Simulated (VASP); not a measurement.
# TiAl (Fm-3m) in VASP: a series of runs

TiAl is run at these levels: PBE; tasks: single point, relaxation of cell and atoms.

Everything below comes from runs of VASP 6.6.1. Logs are shortened: lines on timing, memory, paths and dates and some standing lists are left out, and cuts for length are marked.

## Step 1: The cell of the first run

Symmetry: Fm-3m, No. 225, cubic system. The conventional cell has a = 5.290 Å, b = 5.290 Å, c = 5.290 Å, α = 90.00°, β = 90.00°, γ = 90.00°. Within 3.5 Å of Ti (site symmetry m-3m) lie 6 Al at 2.64 Å. Within 3.5 Å of Al (site symmetry m-3m) lie 6 Ti at 2.64 Å.

## Step 2: Single point, PBE

Contents of INCAR:

```
  ALGO = Normal
  EDIFF = 1E-7
  ENCUT = 520
  GGA = PE
  ISIF = 2
  ISMEAR = 0
  LASPH = T
  LCHARG = F
  LREAL = F
  LWAVE = F
  NBANDS = 14
  NELM = 80
  PREC = Accurate
  SIGMA = 0.1
```

Contents of KPOINTS:

```
k-points
0
Gamma
  14 14 14
```

Contents of POSCAR:

```
TiAl
1.0
    0.0000000000      2.6448176401      2.6448176401
    2.6448176401      0.0000000000      2.6448176401
    2.6448176401      2.6448176401      0.0000000000
Ti Al
1 1
Direct
    0.0000000000      0.0000000000      0.0000000000
    0.5000000000      0.5000000000      0.5000000000
```

Potentials or basis: VASP PAW PBE potentials, release 64 (Ti_sv, Al).

The run is started by

```
$ cat potpaw_PBE.64/Ti_sv/POTCAR potpaw_PBE.64/Al/POTCAR > POTCAR
$ mpirun -np 1 vasp_std > vasp.out
```

OUTCAR:

```text
EDIFF = 1E-7
   ENCUT = 520
   GGA = PE
   ISIF = 2
   ISMEAR = 0
   LASPH = T
   LREAL = F
   NELM = 80
   PREC = Accurate

 ion  position               nearest neighbor table
   1  0.000  0.000  0.000-   2 2.64   2 2.64   2 2.64   2 2.64   2 2.64   2 2.64
   2  0.500  0.500  0.500-   1 2.64   1 2.64   1 2.64   1 2.64   1 2.64   1 2.64

  LATTYP: Found a face centered cubic cell.
 ALAT       =     5.2896352802

  Lattice vectors:

 A1 = (   0.0000000000,   2.6448176401,   2.6448176401)
 A2 = (   2.6448176401,   0.0000000000,   2.6448176401)
 A3 = (   2.6448176401,   2.6448176401,   0.0000000000)

Analysis of symmetry for initial positions (statically):
=====================================================================
 Subroutine PRICEL returns:
 Original cell was already a primitive cell.

 Routine SETGRP: Setting up the symmetry group for a
 face centered cubic supercell.

 Subroutine GETGRP returns: Found 48 space group operations
 (whereof 48 operations were pure point group operations)
 out of a pool of 48 trial point group operations.

The static configuration has the point symmetry O_h .

Analysis of symmetry for dynamics (positions and initial velocities):
=====================================================================
 Subroutine PRICEL returns:
 Original cell was already a primitive cell.

 Routine SETGRP: Setting up the symmetry group for a
 face centered cubic supercell.

 Subroutine GETGRP returns: Found 48 space group operations
 (whereof 48 operations were pure point group operations)
 out of a pool of 48 trial point group operations.

The dynamic configuration has the point symmetry O_h .

 Subroutine INISYM returns: Found 48 space group operations
 (whereof 48 operations are pure point group operations),
 and found     1 'primitive' translations

----------------------------------------------------------------------------------------

                                     Primitive cell

  volume of cell :      37.0013

  direct lattice vectors                    reciprocal lattice vectors
     0.000000000  2.644817640  2.644817640    -0.189048951  0.189048951  0.189048951
     2.644817640  0.000000000  2.644817640     0.189048951 -0.189048951  0.189048951
     2.644817640  2.644817640  0.000000000     0.189048951  0.189048951 -0.189048951

  length of vectors
     3.740336977  3.740336977  3.740336977     0.327442388  0.327442388  0.327442388

  position of ions in fractional coordinates (direct lattice)
     0.000000000  0.000000000  0.000000000
     0.500000000  0.500000000  0.500000000

  ion indices of the primitive-cell ions
   primitive index   ion index
                 1           1
                 2           2

----------------------------------------------------------------------------------------

 KPOINTS: k-points

Automatic generation of k-mesh.
 Grid dimensions read from file:
 generate k-points for:   14   14   14

 Generating k-lattice:

  Cartesian coordinates                     Fractional coordinates (reciprocal lattice)
    -0.013503496  0.013503496  0.013503496     0.071428571  0.000000000  0.000000000
     0.013503496 -0.013503496  0.013503496     0.000000000  0.071428571  0.000000000
     0.013503496  0.013503496 -0.013503496     0.000000000  0.000000000  0.071428571

  Length of vectors
     0.023388742  0.023388742  0.023388742

  Shift w.r.t. Gamma in fractional coordinates (k-lattice)
     0.000000000  0.000000000  0.000000000

 Subroutine IBZKPT returns following result:
 ===========================================

 Found    104 irreducible k-points:

 Following reciprocal coordinates:
            Coordinates               Weight
  0.000000  0.000000  0.000000      1.000000
  0.071429  0.000000  0.000000      8.000000
  0.142857  0.000000  0.000000      8.000000
  0.214286  0.000000  0.000000      8.000000
  0.285714  0.000000  0.000000      8.000000
  0.357143  0.000000  0.000000      8.000000
[... 16 lines left out ...]
  0.214286  0.142857  0.000000     24.000000
  0.285714  0.142857  0.000000     24.000000
 [... further k-points ...]
   k-points           NKPTS =    104   k-points in BZ     NKDIM =    104   number of bands    NBANDS=     14
   number of dos      NEDOS =    301   number of ions     NIONS =      2
   total plane-waves  NPLWV =  21952
   dimension x,y,z NGX =    28 NGY =   28 NGZ =   28
   dimension x,y,z NGXF=    56 NGYF=   56 NGZF=   56
   ions per type =               1   1
   NGX,Y,Z   is equivalent  to a cutoff of  12.45, 12.45, 12.45 a.u.
   NGXF,Y,Z  is equivalent  to a cutoff of  24.89, 24.89, 24.89 a.u.
 SYSTEM =  unknown system
   PREC   = accura    normal or accurate (medium, high low for compatibility)
   ISTART =      0    job   : 0-new  1-cont  2-samecut
   ICHARG =      2    charge: 1-file 2-atom 10-const
   ISPIN  =      1    spin polarized calculation?
   LNONCOLLINEAR =      F non collinear calculations
   LSORBIT =      F    spin-orbit coupling
   LASPH  =      T    aspherical Exc in radial PAW
   ENCUT  =  520.0 eV  38.22 Ry    6.18 a.u.   6.95  6.95  6.95*2*pi/ulx,y,z
   NELM   =     80;   NELMIN=  2; NELMDL= -5     # of ELM steps
   EDIFF  = 0.1E-06   stopping-criterion for ELM
   LREAL  =      F    real-space projection
   EDIFFG = 0.1E-05   stopping-criterion for IOM
   NSW    =      0    number of steps for IOM
   IBRION =     -1    ionic relax: 0-MD 1-quasi-New 2-CG
   NFREE  =      0    steps in history (QN), initial steepest desc. (CG)
   ISIF   =      2    stress and relaxation
   ISYM   =      2    0-nonsym 1-usesym 2-fastsym
   POTIM  = 0.5000    time-step for ionic-motion
   TEBEG  =    0.0;   TEEND  =   0.0 temperature during run
   PSTRESS=    0.0 pullay stress
   NELECT =      15.0000    total number of electrons
   NUPDOWN=      -1.0000    fix difference up-down
   EMIN   =  10.00;   EMAX   =-10.00  energy-range for DOS
   EFERMI =   0.00;   METHOD = LEGACY
   ISMEAR =     0;   SIGMA  =   0.10  broadening in eV -4-tet -1-fermi 0-gaus
   EFERMI_NEDOS =   21; number of points for ismear=-14 and -15
   IALGO  =     38    algorithm
   IMIX   =      4    mixing-type and parameters
     AMIX     =   0.40;   BMIX     =  1.00
     AMIX_MAG =   1.60;   BMIX_MAG =  1.00
  volume/ion in A,a.u.               =      18.50       124.85
  Fermi-wavevector in a.u.,A,eV,Ry     =   1.211619  2.289628 19.973643  1.468021
  Thomas-Fermi vector in A             =   2.347129
   LORBIT       =      0    0 simple, 1 ext, 2 COOP (PROOUT), +10 PAW based schemes
   GGA     = PE    functional components
   LHFCALC =     F    Hartree Fock is set to
   AEXX    =    0.0000 exact exchange contribution
   IVDW    =     0    specifies the selected vdW correction
   LEPSILON=     F    determine dielectric tensor
   LRPA    =     F    only Hartree local field effects (RPA)
 non-spin polarized calculation
 Gauss-broadening in eV      SIGMA  =   0.10
  energy-cutoff  :      520.00
  volume of cell :       37.00
 maximum number of plane-waves:      1012
   NGX = 13   NGY = 13   NGZ = 13

 number of electron      15.0000003 magnetization

 Free energy of the ion-electron system (eV)
  ---------------------------------------------------
  ext. energy  EPLUGINS =         0.00000000
  ---------------------------------------------------
  free energy    TOTEN  =       -11.10821452 eV

  energy without entropy =      -11.09675558  energy(sigma->0) =      -11.10248505

 E-fermi :   6.6174     XC(G=0): -10.4272

 val. band max:        6.6102809886   @ k =   0.4286   0.2143   0.0714
 cond. band min:       6.6332082395   @ k =  -0.1429   0.2143   0.0714
 fundamental gap:      0.0229272508
 Fermi energy:         6.6174125856

 k-point     1 :       0.0000    0.0000    0.0000
  band No.  band energies     occupation
      1     -49.9782      2.00000
      2     -26.2360      2.00000
      3     -26.2360      2.00000
      4     -26.2360      2.00000
      5      -1.2073      2.00000
      6       7.0770      0.00000
      7       7.0770      0.00000
      8       7.0770      0.00000
      9       7.3889      0.00000
     10       7.3889      0.00000
     11      12.3203      0.00000
     12      12.3203      0.00000
     13      12.3203      0.00000
     14      16.3109      0.00000

 k-point     2 :       0.0714    0.0000    0.0000
  band No.  band energies     occupation
      1     -49.9780      2.00000
      2     -26.2390      2.00000
      3     -26.2365      2.00000
      4     -26.2365      2.00000
      5      -1.1204      2.00000
      6       6.9749      0.00000
      7       7.0935      0.00000
      8       7.0935      0.00000
      9       7.3438      0.00000
     10       7.3438      0.00000
     11      12.0269      0.00000
     12      12.4423      0.00000
     13      12.4423      0.00000
     14      16.0825      0.00000

 k-point     3 :       0.1429    0.0000    0.0000
  band No.  band energies     occupation
      1     -49.9773      2.00000
      2     -26.2472      2.00000
      3     -26.2377      2.00000
      4     -26.2377      2.00000
      5      -0.8620      2.00000
      6       6.6677      0.47734
      7       6.9984      0.00000
      8       6.9984      0.00000
      9       7.3823      0.00000
     10       7.3823      0.00000
     11      11.3418      0.00000
     12      12.7620      0.00000
     13      12.7620      0.00000
     14      15.6206      0.00000
[... 324 lines left out ...]
 k-point    23 :       0.2143    0.1429    0.0000
  band No.  band energies     occupation
      1     -49.9763      2.00000
      2     -26.2546      2.00000
      3     -26.2422      2.00000
      4     -26.2418      2.00000
      5      -0.4474      2.00000
      6       6.3892      1.99875
      7       6.5294      1.78694
      8       7.0890      0.00000
      9       7.2713      0.00000
     10       7.6261      0.00000
     11      11.3554      0.00000
     12      11.8983      0.00000
     13      12.9908      0.00000
     14      15.5379      0.00000

 k-point    24 :       0.2857    0.1429    0.0000
  band No.  band energies     occupation
      1     -49.9754      2.00000
      2     -26.2652      2.00000
      3     -26.2444      2.00000
      4     -26.2437      2.00000
      5       0.0127      2.00000
      6       5.8802      2.00000
      7       6.2688      2.00000
      8       6.8889      0.00012
      9       7.5005      0.00000
     10       7.8898      0.00000
     11      10.5487      0.00000
     12      11.8975      0.00000
     13      13.5085      0.00000
     14      14.9868      0.00000

 [... further k-points ...]
[... 5 lines left out ...]
  --------------------------------------------------------------------------------------
  -------------------------------------------------------------------------------------
  Total        0.0093575      0.0093575      0.0093575      0.0000000      0.0000000     -0.0000000
  in kB        0.4051861      0.4051861      0.4051861      0.0000000      0.0000000     -0.0000000
  external PRESSURE =       0.4051861 kB  Pullay stress =       0.0000000 kB

 VOLUME and BASIS-vectors are now :
 -----------------------------------------------------------------------------
  energy-cutoff  :      520.00
  volume of cell :       37.00
      direct lattice vectors                 reciprocal lattice vectors
     0.000000000  2.644817640  2.644817640    -0.189048951  0.189048951  0.189048951
     2.644817640  0.000000000  2.644817640     0.189048951 -0.189048951  0.189048951
     2.644817640  2.644817640  0.000000000     0.189048951  0.189048951 -0.189048951

 POSITION                                       TOTAL-FORCE (eV/Angst)
 -----------------------------------------------------------------------------------
      0.00000      0.00000      0.00000         0.000000     -0.000000      0.000000
      2.64482      2.64482      2.64482        -0.000000      0.000000     -0.000000
 -----------------------------------------------------------------------------------
    total drift:                               -0.000000      0.000000      0.000000

  FREE ENERGIE OF THE ION-ELECTRON SYSTEM (eV)
  ---------------------------------------------------
  free  energy   TOTEN  =       -11.1082145213 eV

  energy  without entropy=      -11.0967555778  energy(sigma->0) =      -11.10248505
```

Wall time 29 s (1 thread of AMD EPYC 9R45 (Zen 5), shared host); peak memory 0.16 GiB.

Results:

- Free energy: -11.1082 eV
- Pressure: 0.0 GPa

Levels at points of the mesh, in eV from the Fermi level:
```csv
k point,band 5,band 6,band 7,band 8,band 9,band 10
"(0.00, 0.00, 0.00)",-7.82,0.46,0.46,0.46,0.77,0.77
"(0.50, 0.00, 0.00)",-4.30,-3.68,-0.50,-0.50,1.89,1.89
"(0.50, 0.50, 0.00)",-4.37,-2.14,-0.99,1.37,2.07,2.07
```

## Step 3: Relaxation of cell and atoms, PBE

This run uses another cell than the first one, of 17.39 Å³/atom, 0.940 times its volume.

Contents of INCAR:

```
ALGO     = Normal         # electronic algorithm
EDIFF    = 1E-6           # SCF threshold, eV
EDIFFG   = -0.01          # ionic threshold
ENCUT    = 600            # plane-wave cutoff, eV
GGA      = PE             # functional
IBRION   = 2              # ionic algorithm
ISIF     = 3              # what is computed and relaxed
ISMEAR   = 0              # smearing method
LASPH    = True           # aspherical terms in the spheres
LCHARG   = False          # write CHGCAR
LREAL    = False          # projectors in reciprocal space
LWAVE    = False          # write WAVECAR
NELM     = 60             # most SCF steps
NSW      = 80             # ionic steps
PREC     = Accurate       # precision mode
SIGMA    = 0.1            # smearing width, eV
```

KPOINTS is that of step 2.

Contents of POSCAR:

```
TiAl
1.0
    0.0000000000      2.5907471371      2.5907471371
    2.5907471371      0.0000000000      2.5907471371
    2.5907471371      2.5907471371      0.0000000000
Ti Al
1 1
Direct
    0.0000000000      0.0000000000      0.0000000000
    0.5000000000      0.5000000000      0.5000000000
```

Potentials or basis: VASP PAW PBE potentials, release 64 (Ti_sv, Al).

The run is started by

```
$ cat potpaw_PBE.64/Ti_sv/POTCAR potpaw_PBE.64/Al/POTCAR > POTCAR
$ mpirun -np 1 vasp_std > vasp.out
```

It took 64 s on 1 thread of AMD EPYC 9R45 (Zen 5), shared host; peak memory 0.18 GiB.

The run converged. Its results:

| Quantity | Value |
| --- | --- |
| Free energy | -11.1079 eV |
| Relaxed volume | 18.51 Å³/atom |
| Relaxed cell | a = 3.741 Å, b = 3.741 Å, c = 3.741 Å, α = 60.00°, β = 60.00°, γ = 60.00° |
| Space group after relaxing (to 0.05 Å) | Fm-3m (No. 225) |
| Energy gained by relaxing | 19.1 meV/atom |
| Ionic steps | 3 |
| Pressure after relaxing | 0.0 GPa |

Step by step:
| step | energy change (eV) | largest force (eV/Å) | pressure (GPa) | volume (Å³) |
| --- | --- | --- | --- | --- |
| 1 | 0.0000 | 0.0000 | 5.73 | 34.78 |
| 2 | -0.0318 | 0.0000 | -2.00 | 38.00 |
| 3 | -0.0381 | 0.0000 | -0.01 | 37.02 |

Final structure:
```cif
data_structure
_symmetry_space_group_name_H-M 'P 1'
_symmetry_Int_Tables_number 1
_cell_length_a 3.7409
_cell_length_b 3.7409
_cell_length_c 3.7409
_cell_angle_alpha 60.000
_cell_angle_beta 60.000
_cell_angle_gamma 60.000
_cell_volume 37.02
loop_
_atom_site_label
_atom_site_type_symbol
_atom_site_fract_x
_atom_site_fract_y
_atom_site_fract_z
_atom_site_occupancy
Ti1 Ti 0.00000 0.00000 0.00000 1
Al1 Al 0.50000 0.50000 0.50000 1
```

Levels at points of the mesh, in eV from the Fermi level:
```
           k point  band 4  band 5  band 6  band 7  band 8  band 9  band 10  band 11
(0.00, 0.00, 0.00)  -32.85   -7.82    0.46    0.46    0.46    0.77     0.77     5.70
(0.50, 0.00, 0.00)  -32.86   -4.30   -3.68   -0.50   -0.50    1.88     1.88     2.64
(0.50, 0.50, 0.00)  -32.88   -4.37   -2.14   -0.99    1.37    2.07     2.07     2.20
```

PBE usually gives volumes a little too large and moduli too small. Zero-point motion and thermal expansion aren't in these numbers.

## Step 4: Single point, PBE

This run uses another cell than the first one, of 17.39 Å³/atom, 0.940 times its volume.

Contents of INCAR:

```
SYSTEM = TiAl
  PREC = Accurate
  ENCUT = 500
  EDIFF = 1E-6
  ISMEAR = 0
  SIGMA = 0.1
  LREAL = .False.
  LASPH = .True.
  NELM = 120
  ALGO = Normal
  ISIF = 2
  LWAVE = .False.
  LCHARG = .False.
  GGA = PE
  NBANDS = 14
  GGA_COMPAT = .False.
```

Contents of KPOINTS:

```
regular mesh
0
Gamma
  6 6 6
  0 0 0
```

POSCAR is that of step 3.

The run is started by

```
$ cat potpaw_PBE.64/Ti_sv/POTCAR potpaw_PBE.64/Al/POTCAR > POTCAR
$ mpirun -np 1 vasp_std > vasp.out
```

It took 17 s on 1 thread of Intel Xeon 8259CL, shared host; peak memory 0.15 GiB.

It converged, with:

* Free energy: -11.0721 eV
* Pressure: 5.9 GPa

Levels at points of the mesh, in eV from the Fermi level:
| k point | band 5 | band 6 | band 7 | band 8 | band 9 | band 10 |
| --- | --- | --- | --- | --- | --- | --- |
| (0.00, 0.00, 0.00) | -8.03 | 0.46 | 0.46 | 0.46 | 0.83 | 0.83 |
| (0.50, 0.00, 0.00) | -4.29 | -3.81 | -0.50 | -0.50 | 2.04 | 2.04 |
| (0.50, 0.50, 0.00) | -4.42 | -2.17 | -1.12 | 1.49 | 2.28 | 2.28 |

## Step 5: Summary

```tsv
task	cell	k mesh	cutoff (eV)	gap on the mesh (eV)	pressure (GPa)
single point	a = 3.740 Å, angles 60.0°, 2 atoms	14 × 14 × 14	520	none	0.0
relaxation of cell and atoms	relaxed from a = 3.664 Å, angles 60.0°, 2 atoms	14 × 14 × 14	600	none	0.0
single point	a = 3.664 Å, angles 60.0°, 2 atoms	6 × 6 × 6	500	none	5.9
```

Alike in all rows: level PBE; potentials or basis VASP PAW PBE potentials, release 64 (Ti_sv, Al); no spin polarisation; smearing gaussian 0.1 eV.

Total energies depend on the potentials used, so only differences within one code and one set of settings carry meaning.
